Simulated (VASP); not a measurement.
Wanted: the native input for a VASP 6.6.1 run.

```
Task                   : relaxation of cell and atoms
Functional             : PBE
Potentials or basis    : VASP PAW PBE potentials, release 64 (C_h)
Cutoff                 : 1300 eV
k mesh                 : 12 × 12 × 8
Occupations            : gaussian, width 0.1 eV
Spin                   : no spin polarisation
Dipole correction      : no
Further INCAR settings : ALGO = Normal; EDIFF = 1e-07; IBRION = 2; EDIFFG = -0.04; NSW = 90; ISIF = 3
```

The structure of C lies in POSCAR:

```
C
1.0
    2.3136744700      0.0000000000      0.0000000000
   -1.1568372400      2.0037008700      0.0000000000
    0.0000000000      0.0000000000      2.4702876700
C
2
Direct
    0.6666666700      0.3333333300      0.3532462500
    0.3333333300      0.6666666700      0.6467537500
```

The cell was generated, and may not be a known phase.

The input as run:

INCAR

```
SYSTEM = C
ALGO = Normal
EDIFF = 1E-7
EDIFFG = -0.04
ENCUT = 1300
GGA = PE
GGA_COMPAT = .FALSE.
IBRION = 2
ISIF = 3
ISMEAR = 0
LASPH = .TRUE.
LCHARG = .FALSE.
LREAL = .FALSE.
LWAVE = .FALSE.
NELM = 120
NELMIN = 4
NSW = 90
PREC = Accurate
SIGMA = 0.1
```

KPOINTS

```
k-points
0
G
  12 12 8
  0 0 0
```

Potentials or basis: VASP PAW PBE potentials, release 64 (C_h).

Launch:

```console
$ cat potpaw_PBE.64/C_h/POTCAR > POTCAR
$ mpirun -np 1 vasp_std > vasp.out
```

Results of the run:

```json
{
  "Relaxed volume": "9.36 Å³/atom",
  "Relaxed cell": "a = 2.465 Å, b = 2.465 Å, c = 3.555 Å, α = 90.00°, β = 90.00°, γ = 120.00°",
  "Space group after relaxing (to 0.1 Å)": "P6/mmm (No. 191)",
  "Energy gained by relaxing": "2471.3 meV/atom",
  "Ionic steps": "14",
  "Pressure after relaxing": "0.0 GPa",
  "Largest force after relaxing": "0.014 eV/Å",
  "Band gap on the k mesh": "zero (bands 4 and 5 overlap by 0.95 eV)"
}
```

Caveat: the volume moved by over 15 % at a fixed basis, so the end points are rough; this functional lacks dispersion, which binds layers or chains, so the pressure and a relaxed spacing across them are unreliable.

Wall time 4.5 min on 1 thread of AMD EPYC 7R43 64-Core Processor (Zen 3) (shared host), peak memory 0.14 GiB.
